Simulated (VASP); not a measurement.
RbGa3Te2, 6 atoms in the cell. Symmetry: P6/mmm, No. 191, hexagonal system. Conventional cell: a = 5.692 Å, b = 5.692 Å, c = 6.525 Å, α = 90.00°, β = 90.00°, γ = 120.00°. Within 4.3 Å of Rb (site symmetry 6/mmm) lie 8 Ga at 3.26 to 3.29 Å. Within 4.3 Å of Ga (site symmetry -6m2) lie 2 Te at 3.26 Å and 3 Ga at 3.29 Å and 3 Rb at 3.29 Å. Within 4.3 Å of Ga (site symmetry 6/mmm) lie 2 Rb at 3.26 Å and 6 Te at 3.29 Å. Te (site symmetry -6m2) has 5 Ga at 3.26 to 3.29 Å and 3 Te at 3.29 Å within 4.3 Å. The cell was generated, and may not be a known phase.

| Property | Result |
| --- | --- |
| Program | VASP 6.6.1 |
| Task | single point |
| Functional | PBE |
| Potentials or basis | VASP PAW PBE potentials, release 64 (Rb_sv, Ga_d, Te) |
| Cutoff | 520 eV |
| k mesh | 12 × 12 × 6 |
| Occupations | gaussian, width 0.1 eV |
| Spin | no spin polarisation |
| Dipole correction | no |
| Further INCAR settings | ALGO = Fast; EDIFF = 1e-06; NBANDS = 39 |

Potentials or basis: VASP PAW PBE potentials, release 64 (Rb_sv, Ga_d, Te).

Command:

```console
$ cat potpaw_PBE.64/Rb_sv/POTCAR potpaw_PBE.64/Ga_d/POTCAR potpaw_PBE.64/Te/POTCAR > POTCAR
$ mpirun -np 1 vasp_std > vasp.out
```

Hardware: 1 thread of Intel(R) Xeon(R) Platinum 8375C CPU @ 2.90GHz (Ice Lake) (shared host).

Question: How long does it take, and how much memory?

Answer: It took 28 min on 1 thread of Intel(R) Xeon(R) Platinum 8375C CPU @ 2.90GHz (Ice Lake), with other jobs on the host, peak memory 0.63 GiB. Counts: scf iterations 36, k points 76.
